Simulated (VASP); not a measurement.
Set up this calculation in VASP 6.6.1, as the native input.

```yaml
Task: single point
Functional: PBE
Potentials_or_basis: VASP PAW PBE potentials, release 64 (Sn_d, O)
Cutoff: 520 eV
k_mesh: 4 × 4 × 6
Occupations: gaussian, width 0.01 eV
Spin: no spin polarisation
Dipole_correction: no
Further_INCAR_settings: ALGO = Normal; EDIFF = 1e-07; NBANDS = 35
```

The structure of SnO2 (Cassiterite) lies in POSCAR:

```
SnO2
1.0
    4.6081258586      0.0000000000      0.0000000000
    0.0000000000      4.6081258586      0.0000000000
    0.0000000000      0.0000000000      3.0991542947
Sn O
2 4
Direct
    0.0000000000      0.0000000000      0.0000000000
    0.5000000000      0.5000000000      0.5000000000
    0.3071000000      0.3071000000      0.0000000000
    0.1929000000      0.8071000000      0.5000000000
    0.6929000000      0.6929000000      0.0000000000
    0.8071000000      0.1929000000      0.5000000000
```

One way to write it, as run:

INCAR

```
PREC = Accurate
ENCUT = 520
EDIFF = 1E-7
ISMEAR = 0
SIGMA = 0.01
LREAL = F
LASPH = T
NELM = 100
ALGO = Normal
ISIF = 2
LWAVE = F
LCHARG = F
GGA = PE
NBANDS = 35
```

KPOINTS

```
regular mesh
0
Gamma
  4 4 6
```

Potentials or basis: VASP PAW PBE potentials, release 64 (Sn_d, O).

Run with:

```bash
$ cat potpaw_PBE.64/Sn_d/POTCAR potpaw_PBE.64/O/POTCAR > POTCAR
$ mpirun -np 1 vasp_std > vasp.out
```

It gave:

* Pressure: 35.5 GPa
* Largest force: 0.689 eV/Å
* Band gap on the k mesh: 2.30 eV, direct

Caveat: spin-orbit coupling is left out, which moves the levels of the heavy elements.

Run time: 61 s on 1 thread of Intel(R) Xeon(R) Platinum 8375C CPU @ 2.90GHz (Ice Lake), on a shared host, peak memory 0.19 GiB.
